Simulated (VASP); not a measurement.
# Ge5As (P6/mmm) in VASP: single point with PBE

Aim: the single point of Ge5As with PBE.

All numbers are computed with VASP 6.6.1; they aren't measurements. Logs are shortened: lines on timing, memory, paths and dates and some standing lists are left out, and cuts for length are marked.

### Step 1. The cell of the first run

The structure is hexagonal, space group P6/mmm (No. 191). The conventional cell has a = 5.298 Å, b = 5.298 Å, c = 5.187 Å, α = 90.00°, β = 90.00°, γ = 120.00°. Ge (site symmetry -6m2) has 9 Ge at 3.01 to 3.06 Å and 3 As at 3.06 Å within 4.0 Å. Within 3.5 Å of Ge (site symmetry mmm) lie 8 Ge at 2.65 to 3.01 Å. As (site symmetry 6/mmm) has 18 Ge at 3.06 to 3.71 Å within 4.0 Å.

The cell was built from a structure type or drawn by symmetry, and may not be a known phase.

### Step 2. Single point, PBE

INCAR reads:

```
SYSTEM = Ge5As
  PREC = Accurate
  ENCUT = 520
  EDIFF = 1E-7
  ISMEAR = 0
  SIGMA = 0.1
  LREAL = .False.
  LASPH = .True.
  NELM = 60
  ALGO = Normal
  ISIF = 2
  LWAVE = .False.
  LCHARG = .False.
  GGA = PE
  NBANDS = 46
```

KPOINTS reads:

```
regular mesh
0
Gamma
  12 12 8
  0 0 0
```

POSCAR reads:

```
Ge5As
1.0
    5.2978953548      0.0000000027      0.0000000000
   -2.6489476797      4.5881119625      0.0000000000
    0.0000000000      0.0000000000      5.1868443214
Ge As
5 1
Direct
    0.6666666667      0.3333333333      0.0000000000
    0.3333333333      0.6666666667      0.0000000000
    0.0000000000      0.5000000000      0.5000000000
    0.5000000000      0.0000000000      0.5000000000
    0.5000000000      0.5000000000      0.5000000000
    0.0000000000      0.0000000000      0.0000000000
```

Potentials or basis: VASP PAW PBE potentials, release 64 (Ge_d, As).

Run with:

```
> cat potpaw_PBE.64/Ge_d/POTCAR potpaw_PBE.64/As/POTCAR > POTCAR
> mpirun -np 1 vasp_std > vasp.out
```

OUTCAR:

```text
SYSTEM = Ge5As
   PREC = Accurate
   ENCUT = 520
   EDIFF = 1E-7
   ISMEAR = 0
   LREAL = .False.
   LASPH = .True.
   NELM = 60
   ISIF = 2
   GGA = PE

 ion  position               nearest neighbor table
   1  0.667  0.333  0.000-
   2  0.333  0.667  0.000-
   3  0.000  0.500  0.500-   5 2.65   5 2.65   4 2.65   4 2.65
   4  0.500  0.000  0.500-   5 2.65   5 2.65   3 2.65   3 2.65
   5  0.500  0.500  0.500-   4 2.65   4 2.65   3 2.65   3 2.65
   6  0.000  0.000  0.000-

  LATTYP: Found a hexagonal cell.
 ALAT       =     5.2978953548
 C/A-ratio  =     0.9790386510

  Lattice vectors:

 A1 = (   5.2978953548,   0.0000000027,   0.0000000000)
 A2 = (  -2.6489476797,   4.5881119625,   0.0000000000)
 A3 = (   0.0000000000,   0.0000000000,   5.1868443214)

Analysis of symmetry for initial positions (statically):
=====================================================================
 Subroutine PRICEL returns:
 Original cell was already a primitive cell.

 Routine SETGRP: Setting up the symmetry group for a
 hexagonal supercell.

 Subroutine GETGRP returns: Found 24 space group operations
 (whereof 24 operations were pure point group operations)
 out of a pool of 24 trial point group operations.

The static configuration has the point symmetry D_6h.

Analysis of symmetry for dynamics (positions and initial velocities):
=====================================================================
 Subroutine PRICEL returns:
 Original cell was already a primitive cell.

 Routine SETGRP: Setting up the symmetry group for a
 hexagonal supercell.

 Subroutine GETGRP returns: Found 24 space group operations
 (whereof 24 operations were pure point group operations)
 out of a pool of 24 trial point group operations.

The dynamic configuration has the point symmetry D_6h.

 Subroutine INISYM returns: Found 24 space group operations
 (whereof 24 operations are pure point group operations),
 and found     1 'primitive' translations

----------------------------------------------------------------------------------------

                                     Primitive cell

  volume of cell :     126.0784

  direct lattice vectors                    reciprocal lattice vectors
     5.297895355  0.000000003  0.000000000     0.188754200  0.108977288  0.000000000
    -2.648947680  4.588111963  0.000000000    -0.000000000  0.217954576  0.000000000
     0.000000000  0.000000000  5.186844321     0.000000000  0.000000000  0.192795453

  length of vectors
     5.297895355  5.297895355  5.186844321     0.217954576  0.217954576  0.192795453

  position of ions in fractional coordinates (direct lattice)
     0.666666667  0.333333333  0.000000000
     0.333333333  0.666666667  0.000000000
     0.000000000  0.500000000  0.500000000
     0.500000000  0.000000000  0.500000000
     0.500000000  0.500000000  0.500000000
     0.000000000  0.000000000  0.000000000

  ion indices of the primitive-cell ions
   primitive index   ion index
                 1           1
                 2           2
                 3           3
                 4           4
                 5           5
                 6           6

----------------------------------------------------------------------------------------

 KPOINTS: regular mesh

Automatic generation of k-mesh.
 Grid dimensions read from file:
 generate k-points for:   12   12    8

 Generating k-lattice:

  Cartesian coordinates                     Fractional coordinates (reciprocal lattice)
     0.015729517  0.009081441  0.000000000     0.083333333  0.000000000  0.000000000
    -0.000000000  0.018162881  0.000000000    -0.000000000  0.083333333  0.000000000
     0.000000000  0.000000000  0.024099432     0.000000000  0.000000000  0.125000000

  Length of vectors
     0.018162881  0.018162881  0.024099432

  Shift w.r.t. Gamma in fractional coordinates (k-lattice)
     0.000000000  0.000000000  0.000000000

 Subroutine IBZKPT returns following result:
 ===========================================

 Found     95 irreducible k-points:

 Following reciprocal coordinates:
            Coordinates               Weight
  0.000000  0.000000  0.000000      1.000000
  0.083333 -0.000000  0.000000      6.000000
  0.166667 -0.000000  0.000000      6.000000
  0.250000 -0.000000  0.000000      6.000000
  0.333333  0.000000  0.000000      6.000000
  0.416667 -0.000000  0.000000      6.000000
[... 16 lines left out ...]
  0.250000 -0.000000  0.125000     12.000000
  0.333333  0.000000  0.125000     12.000000
 [... further k-points ...]
   k-points           NKPTS =     95   k-points in BZ     NKDIM =     95   number of bands    NBANDS=     46
   number of dos      NEDOS =    301   number of ions     NIONS =      6
   total plane-waves  NPLWV =  64000
   dimension x,y,z NGX =    40 NGY =   40 NGZ =   40
   dimension x,y,z NGXF=    80 NGYF=   80 NGZF=   80
   ions per type =               5   1
   NGX,Y,Z   is equivalent  to a cutoff of  12.55, 12.55, 12.82 a.u.
   NGXF,Y,Z  is equivalent  to a cutoff of  25.10, 25.10, 25.64 a.u.
 SYSTEM =  Ge5As
   PREC   = accura    normal or accurate (medium, high low for compatibility)
   ISTART =      0    job   : 0-new  1-cont  2-samecut
   ICHARG =      2    charge: 1-file 2-atom 10-const
   ISPIN  =      1    spin polarized calculation?
   LNONCOLLINEAR =      F non collinear calculations
   LSORBIT =      F    spin-orbit coupling
   LASPH  =      T    aspherical Exc in radial PAW
   ENCUT  =  520.0 eV  38.22 Ry    6.18 a.u.   9.85  9.85  9.64*2*pi/ulx,y,z
   NELM   =     60;   NELMIN=  2; NELMDL= -5     # of ELM steps
   EDIFF  = 0.1E-06   stopping-criterion for ELM
   LREAL  =      F    real-space projection
   EDIFFG = 0.1E-05   stopping-criterion for IOM
   NSW    =      0    number of steps for IOM
   IBRION =     -1    ionic relax: 0-MD 1-quasi-New 2-CG
   NFREE  =      0    steps in history (QN), initial steepest desc. (CG)
   ISIF   =      2    stress and relaxation
   ISYM   =      2    0-nonsym 1-usesym 2-fastsym
   POTIM  = 0.5000    time-step for ionic-motion
   TEBEG  =    0.0;   TEEND  =   0.0 temperature during run
   PSTRESS=    0.0 pullay stress
   NELECT =      75.0000    total number of electrons
   NUPDOWN=      -1.0000    fix difference up-down
   EMIN   =  10.00;   EMAX   =-10.00  energy-range for DOS
   EFERMI =   0.00;   METHOD = LEGACY
   ISMEAR =     0;   SIGMA  =   0.10  broadening in eV -4-tet -1-fermi 0-gaus
   EFERMI_NEDOS =   21; number of points for ismear=-14 and -15
   IALGO  =     38    algorithm
   IMIX   =      4    mixing-type and parameters
     AMIX     =   0.40;   BMIX     =  1.00
     AMIX_MAG =   1.60;   BMIX_MAG =  1.00
  volume/ion in A,a.u.               =      21.01       141.80
  Fermi-wavevector in a.u.,A,eV,Ry     =   1.376834  2.601840 25.792198  1.895673
  Thomas-Fermi vector in A             =   2.502043
   LORBIT       =      0    0 simple, 1 ext, 2 COOP (PROOUT), +10 PAW based schemes
   GGA     = PE    functional components
   LHFCALC =     F    Hartree Fock is set to
   AEXX    =    0.0000 exact exchange contribution
   IVDW    =     0    specifies the selected vdW correction
   LEPSILON=     F    determine dielectric tensor
   LRPA    =     F    only Hartree local field effects (RPA)
 non-spin polarized calculation
 Gauss-broadening in eV      SIGMA  =   0.10
  energy-cutoff  :      520.00
  volume of cell :      126.08
 maximum number of plane-waves:      3426
 NGX is ok and might be reduce to    40
   NGX = 19   NGY = 19   NGZ = 19

 number of electron      75.0000066 magnetization

 Free energy of the ion-electron system (eV)
  ---------------------------------------------------
  ext. energy  EPLUGINS =         0.00000000
  ---------------------------------------------------
  free energy    TOTEN  =       -24.34513229 eV

  energy without entropy =      -24.33108867  energy(sigma->0) =      -24.33811048

 E-fermi :   5.5246     XC(G=0): -10.5907

 val. band max:        5.5036920292   @ k =   0.4167  -0.0000   0.0000
 cond. band min:       5.5359062792   @ k =   0.2500   0.0833   0.2500
 fundamental gap:      0.0322142500
 Fermi energy:         5.5245569350

 k-point     1 :       0.0000    0.0000    0.0000
  band No.  band energies     occupation
      1     -19.3930      2.00000
      2     -19.3409      2.00000
      3     -19.3409      2.00000
      4     -19.3038      2.00000
      5     -19.2675      2.00000
      6     -19.2604      2.00000
[... 38 lines left out ...]
     45      10.8942      0.00000
     46      10.8942      0.00000

 k-point     2 :       0.0833   -0.0000    0.0000
  band No.  band energies     occupation
      1     -19.3894      2.00000
      2     -19.3398      2.00000
      3     -19.3365      2.00000
      4     -19.3023      2.00000
      5     -19.2666      2.00000
      6     -19.2602      2.00000
[... 38 lines left out ...]
     45      11.0226      0.00000
     46      11.1257      0.00000

 k-point     3 :       0.1667   -0.0000    0.0000
  band No.  band energies     occupation
      1     -19.3796      2.00000
      2     -19.3359      2.00000
      3     -19.3237      2.00000
      4     -19.2981      2.00000
      5     -19.2637      2.00000
      6     -19.2595      2.00000
[... 38 lines left out ...]
     45      10.4488      0.00000
     46      11.0650      0.00000

 k-point     4 :       0.2500   -0.0000    0.0000
  band No.  band energies     occupation
      1     -19.3673      2.00000
      2     -19.3267      2.00000
      3     -19.3036      2.00000
      4     -19.2922      2.00000
      5     -19.2590      2.00000
      6     -19.2577      2.00000
[... 920 lines left out ...]
     45      10.5883      0.00000
     46      11.0381      0.00000

 k-point    23 :       0.2500   -0.0000    0.1250
  band No.  band energies     occupation
      1     -19.3672      2.00000
      2     -19.3266      2.00000
      3     -19.3036      2.00000
      4     -19.2968      2.00000
      5     -19.2614      2.00000
      6     -19.2520      2.00000
[... 38 lines left out ...]
     45      10.0835      0.00000
     46      11.0971      0.00000

 k-point    24 :       0.3333    0.0000    0.1250
  band No.  band energies     occupation
      1     -19.3581      2.00000
      2     -19.3088      2.00000
      3     -19.2904      2.00000
      4     -19.2787      2.00000
      5     -19.2589      2.00000
      6     -19.2459      2.00000
[... 38 lines left out ...]
     45       9.9570      0.00000
     46      10.8621      0.00000

 [... further k-points ...]

------------------------ aborting loop because EDIFF is reached ----------------------------------------

  FORCE on cell =-STRESS in cart. coord.  units (eV):
  Direction    XX          YY          ZZ          XY          YZ          ZX
  --------------------------------------------------------------------------------------
  -------------------------------------------------------------------------------------
  Total        0.0250803      0.0250803      0.0169871      0.0000000     -0.0000000      0.0000000
  in kB        0.3187146      0.3187146      0.2158689      0.0000000     -0.0000000      0.0000000
  external PRESSURE =       0.2844327 kB  Pullay stress =       0.0000000 kB

 VOLUME and BASIS-vectors are now :
 -----------------------------------------------------------------------------
  energy-cutoff  :      520.00
  volume of cell :      126.08
      direct lattice vectors                 reciprocal lattice vectors
     5.297895355  0.000000003  0.000000000     0.188754200  0.108977288  0.000000000
    -2.648947680  4.588111963  0.000000000    -0.000000000  0.217954576  0.000000000
     0.000000000  0.000000000  5.186844321     0.000000000  0.000000000  0.192795453

 POSITION                                       TOTAL-FORCE (eV/Angst)
 -----------------------------------------------------------------------------------
      2.64895      1.52937      0.00000         0.000000     -0.000000     -0.000000
     -0.00000      3.05874      0.00000        -0.000000      0.000000      0.000000
     -1.32447      2.29406      2.59342         0.000000      0.000000      0.000000
      2.64895      0.00000      2.59342         0.000000      0.000000      0.000000
      1.32447      2.29406      2.59342         0.000000      0.000000      0.000000
      0.00000      0.00000      0.00000         0.000000      0.000000      0.000000
 -----------------------------------------------------------------------------------
    total drift:                               -0.000000     -0.000000     -0.000000

  FREE ENERGIE OF THE ION-ELECTRON SYSTEM (eV)
  ---------------------------------------------------
  free  energy   TOTEN  =       -24.3451322915 eV

  energy  without entropy=      -24.3310886714  energy(sigma->0) =      -24.33811048
```

Wall time 11 min (1 thread of Intel Xeon 8259CL, shared host); peak memory 0.53 GiB.

What came out:

| Item | Value |
| --- | --- |
| Free energy | -24.3451 eV |
| Pressure | 0.0 GPa |
| Band gap on the k mesh | zero (an odd number of electrons rules out a gap without spin polarisation) |
